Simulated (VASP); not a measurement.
Input of a VASP 6.6.1 run:

File INCAR:

```
PREC = Accurate
ENCUT = 520
EDIFF = 1E-6
ISMEAR = 0
SIGMA = 0.1
LREAL = F
LASPH = T
NELM = 80
ALGO = Normal
ISIF = 2
LWAVE = F
LCHARG = F
GGA = PE
NBANDS = 72
```

Contents of KPOINTS:

```
Automatic mesh
0
Gamma
  4 4 1
```

File POSCAR:

```
Sn5PbSe6
1.0
    4.3151051300      0.0000000000      0.0000000000
    0.0000000000      4.3151051300      0.0000000000
    0.0000000000      0.0000000000     18.3074405900
Sn Pb Se
5 1 6
Direct
    0.0000000000      0.0000000000      0.8333333300
    0.5000000000      0.5000000000      0.6666666700
    0.5000000000      0.5000000000      0.3333333300
    0.0000000000      0.0000000000      0.1666666700
    0.5000000000      0.5000000000      0.0000000000
    0.0000000000      0.0000000000      0.5000000000
    0.0000000000      0.0000000000      0.6666666700
    0.5000000000      0.5000000000      0.5000000000
    0.0000000000      0.0000000000      0.3333333300
    0.5000000000      0.5000000000      0.1666666700
    0.0000000000      0.0000000000      0.0000000000
    0.5000000000      0.5000000000      0.8333333300
```

Potentials or basis: VASP PAW PBE potentials, release 64 (Sn_d, Pb_d, Se).

Command:

```bash
$ cat potpaw_PBE.64/Sn_d/POTCAR potpaw_PBE.64/Pb_d/POTCAR potpaw_PBE.64/Se/POTCAR > POTCAR
$ mpirun -np 1 vasp_std > vasp.out
```

Task: Predict the pressure.

Result: -0.4 GPa.

Task: What does it give for the band gap on the k mesh?

Result: 0.50 eV.

Task: Estimate the largest force.

Result: 0.212 eV/Å.

Forces on the atoms (eV/Å):
```
Sn   0.000  0.000 -0.006
Sn   0.000  0.000  0.020
Sn   0.000  0.000 -0.020
Sn   0.000  0.000  0.006
Sn   0.000  0.000  0.000
Pb   0.000  0.000  0.000
Se   0.000  0.000  0.212
Se   0.000  0.000  0.000
Se   0.000  0.000 -0.212
Se   0.000  0.000  0.002
Se   0.000  0.000  0.000
Se   0.000  0.000 -0.002
```

Caveat: spin-orbit coupling is left out, which moves the levels of the heavy elements; an odd mesh through Γ misses points on the zone boundary, where band edges can lie.
